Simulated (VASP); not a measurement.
# AlNi (Pm-3m) in VASP: further runs

AlNi is run at these levels: PBEsol; tasks: relaxation of cell and atoms.

All numbers are computed with VASP 6.6.1; they aren't measurements. Logs are shortened: lines on timing, memory, paths and dates and some standing lists are left out, and cuts for length are marked.

### Step 1. The cell of the first run

Symmetry: Pm-3m, No. 221, cubic system. Conventional cell: a = 2.804 Å, b = 2.804 Å, c = 2.804 Å, α = 90.00°, β = 90.00°, γ = 90.00°. Al (site symmetry m-3m) has 8 Ni at 2.43 Å and 6 Al at 2.80 Å within 3.2 Å. Within 3.2 Å of Ni (site symmetry m-3m) lie 8 Al at 2.43 Å and 6 Ni at 2.80 Å.

### Step 2. Relaxation of cell and atoms, PBEsol, target pressure 12 GPa, at which the enthalpy is minimised

Input file INCAR:

```
  PREC = Accurate
  ENCUT = 600
  EDIFF = 1E-6
  ISMEAR = 0
  SIGMA = 0.1
  LREAL = F
  LASPH = T
  NELM = 80
  ALGO = Normal
  ISIF = 3
  LWAVE = F
  LCHARG = F
  GGA = PS
  IBRION = 2
  NSW = 70
  EDIFFG = -0.008
  PSTRESS = 120.0
```

Input file KPOINTS:

```
regular mesh
0
Gamma
  14 14 14
```

Input file POSCAR:

```
AlNi
1.0
    2.8037143521      0.0000000000      0.0000000000
    0.0000000000      2.8037143521      0.0000000000
    0.0000000000      0.0000000000      2.8037143521
Al Ni
1 1
Direct
    0.5000000000      0.5000000000      0.5000000000
    0.0000000000      0.0000000000      0.0000000000
```

Potentials or basis: VASP PAW PBE potentials, release 64 (Al, Ni).

On the command line:

```
$ cat potpaw_PBE.64/Al/POTCAR potpaw_PBE.64/Ni/POTCAR > POTCAR
$ mpirun -np 1 vasp_std > vasp.out
```

OUTCAR:

```text
PREC = Accurate
   ENCUT = 600
   EDIFF = 1E-6
   ISMEAR = 0
   LREAL = F
   LASPH = T
   NELM = 80
   ISIF = 3
   GGA = PS
   IBRION = 2
   NSW = 70
   EDIFFG = -0.008
   PSTRESS = 120.0

 ion  position               nearest neighbor table
   1  0.500  0.500  0.500-   2 2.43   2 2.43   2 2.43   2 2.43   2 2.43   2 2.43   2 2.43   2 2.43

   2  0.000  0.000  0.000-   1 2.43   1 2.43   1 2.43   1 2.43   1 2.43   1 2.43   1 2.43   1 2.43

  LATTYP: Found a simple cubic cell.
 ALAT       =     2.8037143521

  Lattice vectors:

 A1 = (   2.8037143521,   0.0000000000,   0.0000000000)
 A2 = (   0.0000000000,   2.8037143521,   0.0000000000)
 A3 = (   0.0000000000,   0.0000000000,   2.8037143521)

Analysis of symmetry for initial positions (statically):
=====================================================================
 Subroutine PRICEL returns:
 Original cell was already a primitive cell.

 Routine SETGRP: Setting up the symmetry group for a
 simple cubic supercell.

 Subroutine GETGRP returns: Found 48 space group operations
 (whereof 48 operations were pure point group operations)
 out of a pool of 48 trial point group operations.

The static configuration has the point symmetry O_h .

Analysis of symmetry for dynamics (positions and initial velocities):
=====================================================================
 Subroutine PRICEL returns:
 Original cell was already a primitive cell.

 Routine SETGRP: Setting up the symmetry group for a
 simple cubic supercell.

 Subroutine GETGRP returns: Found 48 space group operations
 (whereof 48 operations were pure point group operations)
 out of a pool of 48 trial point group operations.

The dynamic configuration has the point symmetry O_h .

 Subroutine INISYM returns: Found 48 space group operations
 (whereof 48 operations are pure point group operations),
 and found     1 'primitive' translations

----------------------------------------------------------------------------------------

                                     Primitive cell

  volume of cell :      22.0395

  direct lattice vectors                    reciprocal lattice vectors
     2.803714352  0.000000000  0.000000000     0.356669715  0.000000000  0.000000000
     0.000000000  2.803714352  0.000000000     0.000000000  0.356669715  0.000000000
     0.000000000  0.000000000  2.803714352     0.000000000  0.000000000  0.356669715

  length of vectors
     2.803714352  2.803714352  2.803714352     0.356669715  0.356669715  0.356669715

  position of ions in fractional coordinates (direct lattice)
     0.500000000  0.500000000  0.500000000
     0.000000000  0.000000000  0.000000000

  ion indices of the primitive-cell ions
   primitive index   ion index
                 1           1
                 2           2

----------------------------------------------------------------------------------------

 KPOINTS: regular mesh

Automatic generation of k-mesh.
 Grid dimensions read from file:
 generate k-points for:   14   14   14

 Generating k-lattice:

  Cartesian coordinates                     Fractional coordinates (reciprocal lattice)
     0.025476408  0.000000000  0.000000000     0.071428571  0.000000000  0.000000000
     0.000000000  0.025476408  0.000000000     0.000000000  0.071428571  0.000000000
     0.000000000  0.000000000  0.025476408     0.000000000  0.000000000  0.071428571

  Length of vectors
     0.025476408  0.025476408  0.025476408

  Shift w.r.t. Gamma in fractional coordinates (k-lattice)
     0.000000000  0.000000000  0.000000000

 Subroutine IBZKPT returns following result:
 ===========================================

 Found    120 irreducible k-points:

 Following reciprocal coordinates:
            Coordinates               Weight
  0.000000  0.000000  0.000000      1.000000
  0.071429  0.000000  0.000000      6.000000
  0.142857  0.000000  0.000000      6.000000
  0.214286  0.000000  0.000000      6.000000
  0.285714  0.000000  0.000000      6.000000
  0.357143  0.000000  0.000000      6.000000
[... 16 lines left out ...]
  0.285714  0.214286  0.000000     24.000000
  0.357143  0.214286  0.000000     24.000000
 [... further k-points ...]
   k-points           NKPTS =    120   k-points in BZ     NKDIM =    120   number of bands    NBANDS=     10
   number of dos      NEDOS =    301   number of ions     NIONS =      2
   total plane-waves  NPLWV =  13824
   dimension x,y,z NGX =    24 NGY =   24 NGZ =   24
   dimension x,y,z NGXF=    48 NGYF=   48 NGZF=   48
   ions per type =               1   1
   NGX,Y,Z   is equivalent  to a cutoff of  14.23, 14.23, 14.23 a.u.
   NGXF,Y,Z  is equivalent  to a cutoff of  28.46, 28.46, 28.46 a.u.
 SYSTEM =  unknown system
   PREC   = accura    normal or accurate (medium, high low for compatibility)
   ISTART =      0    job   : 0-new  1-cont  2-samecut
   ICHARG =      2    charge: 1-file 2-atom 10-const
   ISPIN  =      1    spin polarized calculation?
   LNONCOLLINEAR =      F non collinear calculations
   LSORBIT =      F    spin-orbit coupling
   LASPH  =      T    aspherical Exc in radial PAW
   ENCUT  =  600.0 eV  44.10 Ry    6.64 a.u.   5.60  5.60  5.60*2*pi/ulx,y,z
   NELM   =     80;   NELMIN=  2; NELMDL= -5     # of ELM steps
   EDIFF  = 0.1E-05   stopping-criterion for ELM
   LREAL  =      F    real-space projection
   EDIFFG = -.8E-02   stopping-criterion for IOM
   NSW    =     70    number of steps for IOM
   IBRION =      2    ionic relax: 0-MD 1-quasi-New 2-CG
   NFREE  =      1    steps in history (QN), initial steepest desc. (CG)
   ISIF   =      3    stress and relaxation
   ISYM   =      2    0-nonsym 1-usesym 2-fastsym
   POTIM  = 0.5000    time-step for ionic-motion
   TEBEG  =    0.0;   TEEND  =   0.0 temperature during run
   PSTRESS=  120.0 pullay stress
   NELECT =      13.0000    total number of electrons
   NUPDOWN=      -1.0000    fix difference up-down
   EMIN   =  10.00;   EMAX   =-10.00  energy-range for DOS
   EFERMI =   0.00;   METHOD = LEGACY
   ISMEAR =     0;   SIGMA  =   0.10  broadening in eV -4-tet -1-fermi 0-gaus
   EFERMI_NEDOS =   21; number of points for ismear=-14 and -15
   IALGO  =     38    algorithm
   IMIX   =      4    mixing-type and parameters
     AMIX     =   0.40;   BMIX     =  1.00
     AMIX_MAG =   1.60;   BMIX_MAG =  1.00
  volume/ion in A,a.u.               =      11.02        74.36
  Fermi-wavevector in a.u.,A,eV,Ry     =   1.372953  2.594504 25.646963  1.884999
  Thomas-Fermi vector in A             =   2.498513
   LORBIT       =      0    0 simple, 1 ext, 2 COOP (PROOUT), +10 PAW based schemes
   GGA     = PS    functional components
   LHFCALC =     F    Hartree Fock is set to
   AEXX    =    0.0000 exact exchange contribution
   IVDW    =     0    specifies the selected vdW correction
   LEPSILON=     F    determine dielectric tensor
   LRPA    =     F    only Hartree local field effects (RPA)
 conjugate gradient relaxation of ions
 non-spin polarized calculation
 Gauss-broadening in eV      SIGMA  =   0.10
  energy-cutoff  :      600.00
  volume of cell :       22.04
 maximum number of plane-waves:       756
 NGX is ok and might be reduce to    24
   NGX = 11   NGY = 11   NGZ = 11

--------------------------------------- Ionic step        1  -------------------------------------------

 number of electron      12.9999986 magnetization

 Free energy of the ion-electron system (eV)
  ---------------------------------------------------
  ext. energy  EPLUGINS =         0.00000000
  ---------------------------------------------------
  free energy    TOTEN  =       -11.53444427 eV

  energy without entropy =      -11.52952360  energy(sigma->0) =      -11.53198393

------------------------ aborting loop because EDIFF is reached ----------------------------------------

  FORCE on cell =-STRESS in cart. coord.  units (eV):
  Direction    XX          YY          ZZ          XY          YZ          ZX
  --------------------------------------------------------------------------------------
  -------------------------------------------------------------------------------------
  Total        1.7100704      1.7100704      1.7100704      0.0000000     -0.0000000      0.0000000
  in kB      124.3149291    124.3149291    124.3149291      0.0000000     -0.0000000      0.0000000
  external PRESSURE =       4.3149291 kB  Pullay stress =     120.0000000 kB

 VOLUME and BASIS-vectors are now :
 -----------------------------------------------------------------------------
  energy-cutoff  :      600.00
  volume of cell :       22.04
      direct lattice vectors                 reciprocal lattice vectors
     2.803714352  0.000000000  0.000000000     0.356669715  0.000000000  0.000000000
     0.000000000  2.803714352  0.000000000     0.000000000  0.356669715  0.000000000
     0.000000000  0.000000000  2.803714352     0.000000000  0.000000000  0.356669715
[... 46 lines left out ...]
  FREE ENERGIE OF THE ION-ELECTRON SYSTEM (eV)
  ---------------------------------------------------
  free  energy   TOTEN  =       -11.5414832111 eV

  energy  without entropy=      -11.5365481528  energy(sigma->0) =      -11.53901568

  enthalpy is  TOTEN    =        -9.8836683811 eV   P V=        1.6578148299

--------------------------------------- Ionic step        3  -------------------------------------------

 number of electron      12.9999986 magnetization

 Free energy of the ion-electron system (eV)
  ---------------------------------------------------
  ext. energy  EPLUGINS =         0.00000000
  ---------------------------------------------------
  free energy    TOTEN  =       -11.53726270 eV

  energy without entropy =      -11.53233602  energy(sigma->0) =      -11.53479936

 E-fermi :  10.9603     XC(G=0): -12.5598

 val. band max:       10.9312288640   @ k =   0.5000   0.5000   0.2857
 cond. band min:      10.9675164534   @ k =   0.3571   0.2143   0.0714
 fundamental gap:      0.0362875894
 Fermi energy:        10.9602664263

 k-point     1 :       0.0000    0.0000    0.0000
  band No.  band energies     occupation
      1      -0.7407      2.00000
      2       7.3456      2.00000
      3       7.3456      2.00000
      4       9.2732      2.00000
      5       9.2732      2.00000
      6       9.2732      2.00000
      7      16.8350      0.00000
      8      16.8350      0.00000
      9      16.8350      0.00000
     10      19.3975      0.00000

 k-point     2 :       0.0714    0.0000    0.0000
  band No.  band energies     occupation
      1      -0.6412      2.00000
      2       7.3405      2.00000
      3       7.3706      2.00000
      4       9.2277      2.00000
      5       9.2277      2.00000
      6       9.2782      2.00000
      7      15.7963      0.00000
      8      16.9663      0.00000
      9      16.9663      0.00000
     10      19.3967      0.00000
[... 274 lines left out ...]
 k-point    24 :       0.3571    0.2143    0.0000
  band No.  band energies     occupation
      1       2.4560      2.00000
      2       6.3913      2.00000
      3       7.7959      2.00000
      4       8.4008      2.00000
      5       8.6819      2.00000
      6       9.0560      2.00000
      7      10.8987      1.61585
      8      15.0149      0.00000
      9      19.1574      0.00000
     10      20.6833      0.00000

 [... further k-points ...]

------------------------ aborting loop because EDIFF is reached ----------------------------------------

  FORCE on cell =-STRESS in cart. coord.  units (eV):
  Direction    XX          YY          ZZ          XY          YZ          ZX
  --------------------------------------------------------------------------------------
  -------------------------------------------------------------------------------------
  Total        1.6518205      1.6518205      1.6518205     -0.0000000     -0.0000000      0.0000000
  in kB      119.8788735    119.8788735    119.8788735     -0.0000000     -0.0000000      0.0000000
  external PRESSURE =      -0.1211265 kB  Pullay stress =     120.0000000 kB

 VOLUME and BASIS-vectors are now :
 -----------------------------------------------------------------------------
  energy-cutoff  :      600.00
  volume of cell :       22.08
      direct lattice vectors                 reciprocal lattice vectors
     2.805284604  0.000000000  0.000000000     0.356470070 -0.000000000 -0.000000000
     0.000000000  2.805284604 -0.000000000    -0.000000000  0.356470070  0.000000000
     0.000000000 -0.000000000  2.805284604    -0.000000000  0.000000000  0.356470070

 POSITION                                       TOTAL-FORCE (eV/Angst)
 -----------------------------------------------------------------------------------
      1.40264      1.40264      1.40264        -0.000000      0.000000      0.000000
      0.00000      0.00000      0.00000         0.000000     -0.000000      0.000000
 -----------------------------------------------------------------------------------
    total drift:                                0.000000      0.000000      0.000000

  FREE ENERGIE OF THE ION-ELECTRON SYSTEM (eV)
  ---------------------------------------------------
  free  energy   TOTEN  =       -11.5372627012 eV

  energy  without entropy=      -11.5323360250  energy(sigma->0) =      -11.53479936

  enthalpy is  TOTEN    =        -9.8837731754 eV   P V=        1.6534895258

 reached required accuracy - stopping structural energy minimisation
```

Wall time 39 s (1 thread of Intel Xeon Platinum 8375C at 2.90GHz (Ice Lake), shared host); peak memory 0.17 GiB.

Results:

| Item | Value |
| --- | --- |
| Free energy | -11.5373 eV |
| Relaxed volume | 11.04 Å³/atom |
| Relaxed cell | a = 2.805 Å, b = 2.805 Å, c = 2.805 Å, α = 90.00°, β = 90.00°, γ = 90.00° |
| Space group after relaxing (to 0.05 Å) | Pm-3m (No. 221) |
| Energy change on relaxing (the enthalpy is what falls) | -1.4 meV/atom |
| Ionic steps | 3 |
| Pressure after relaxing | 12.0 GPa |

The path:
```
step  energy change (eV)  largest force (eV/Å)  pressure (GPa)  volume (Å³)
   1              0.0000                0.0000           12.43        22.04
   2             -0.0070                0.0000           11.40        22.13
   3             -0.0028                0.0000           11.99        22.08
```

Final structure:
```xyz
2
Lattice="2.8053 0.0000 0.0000 0.0000 2.8053 0.0000 0.0000 0.0000 2.8053" Properties=species:S:1:pos:R:3 pbc="T T T"
Al    1.4026    1.4026    1.4026
Ni    0.0000    0.0000    0.0000
```

Caveat: the cell is relaxed towards a set pressure, so the enthalpy falls and the energy may rise; the PAW data sets were made with another functional, which shifts forces and pressure a little.

### Step 3. Relaxation of cell and atoms, PBEsol, target pressure 4 GPa, at which the enthalpy is minimised

This run uses another cell than the first one, of 11.47 Å³/atom, 1.041 times its volume.

Input file INCAR:

```
SYSTEM = AlNi
PREC     = Accurate       ! precision mode
ENCUT    = 600            ! plane-wave cutoff, eV
EDIFF    = 1E-7           ! SCF threshold, eV
ISMEAR   = 0              ! smearing method
SIGMA    = 0.1            ! smearing width, eV
LREAL    = .FALSE.        ! projectors in reciprocal space
LASPH    = .TRUE.         ! aspherical terms in the spheres
NELM     = 80             ! most SCF steps
ALGO     = Fast           ! electronic algorithm
ISIF     = 3              ! what is computed and relaxed
LWAVE    = .FALSE.        ! write WAVECAR
LCHARG   = .FALSE.        ! write CHGCAR
GGA      = PS             ! functional
IBRION   = 2              ! ionic algorithm
NSW      = 70             ! ionic steps
EDIFFG   = -0.008         ! ionic threshold
PSTRESS  = 40.0
```

Input file KPOINTS:

```
regular mesh
0
G
  14 14 14
  0 0 0
```

Input file POSCAR:

```
AlNi
1.0
    2.8412011142      0.0000000000      0.0000000000
    0.0000000000      2.8412011142      0.0000000000
    0.0000000000      0.0000000000      2.8412011142
Al Ni
1 1
Direct
    0.5000000000      0.5000000000      0.5000000000
    0.0000000000      0.0000000000      0.0000000000
```

Potentials or basis: VASP PAW PBE potentials, release 64 (Al, Ni).

On the command line:

```
$ cat potpaw_PBE.64/Al/POTCAR potpaw_PBE.64/Ni/POTCAR > POTCAR
$ mpirun -np 1 vasp_std > vasp.out
```

It took 54 s on 1 thread of Intel Xeon Platinum 8375C at 2.90GHz (Ice Lake), shared host; peak memory 0.17 GiB.

The run converged. Its results:

| Property | Result |
| --- | --- |
| Free energy | -11.5806 eV |
| Relaxed volume | 11.48 Å³/atom |
| Relaxed cell | a = 2.842 Å, b = 2.842 Å, c = 2.842 Å, α = 90.00°, β = 90.00°, γ = 90.00° |
| Space group after relaxing (to 0.05 Å) | Pm-3m (No. 221) |
| Energy change on relaxing (the enthalpy is what falls) | -0.2 meV/atom |
| Ionic steps | 3 |
| Pressure after relaxing | 4.0 GPa |

The path:
```tsv
step	energy change (eV)	largest force (eV/Å)	pressure (GPa)	volume (Å³)
1	0.0000	0.0000	4.22	22.94
2	-0.0013	0.0000	3.67	22.99
3	-0.0004	0.0000	4.01	22.95
```

Final structure:
```cif
data_structure
_symmetry_space_group_name_H-M 'P 1'
_symmetry_Int_Tables_number 1
_cell_length_a 2.8419
_cell_length_b 2.8419
_cell_length_c 2.8419
_cell_angle_alpha 90.000
_cell_angle_beta 90.000
_cell_angle_gamma 90.000
_cell_volume 22.95
loop_
_atom_site_label
_atom_site_type_symbol
_atom_site_fract_x
_atom_site_fract_y
_atom_site_fract_z
_atom_site_occupancy
Al1 Al 0.50000 0.50000 0.50000 1
Ni1 Ni 0.00000 0.00000 0.00000 1
```

Levels at points of the mesh, in eV from the Fermi level:
| k point | band 5 | band 6 | band 7 | band 8 | band 9 | band 10 |
| --- | --- | --- | --- | --- | --- | --- |
| (0.00, 0.00, 0.00) | -1.60 | -1.60 | 5.70 | 5.70 | 5.70 | 8.31 |
| (0.50, 0.00, 0.00) | -2.34 | -1.51 | -0.64 | 8.37 | 10.22 | 10.22 |
| (0.50, 0.50, 0.00) | -2.17 | -2.17 | -1.04 | 1.56 | 2.73 | 12.78 |
| (0.50, 0.50, 0.50) | -1.01 | 1.97 | 1.97 | 1.97 | 4.12 | 4.68 |

Caveat: the cell is relaxed towards a set pressure, so the enthalpy falls and the energy may rise; the PAW data sets were made with another functional, which shifts forces and pressure a little.

[end of part 1 of 2]
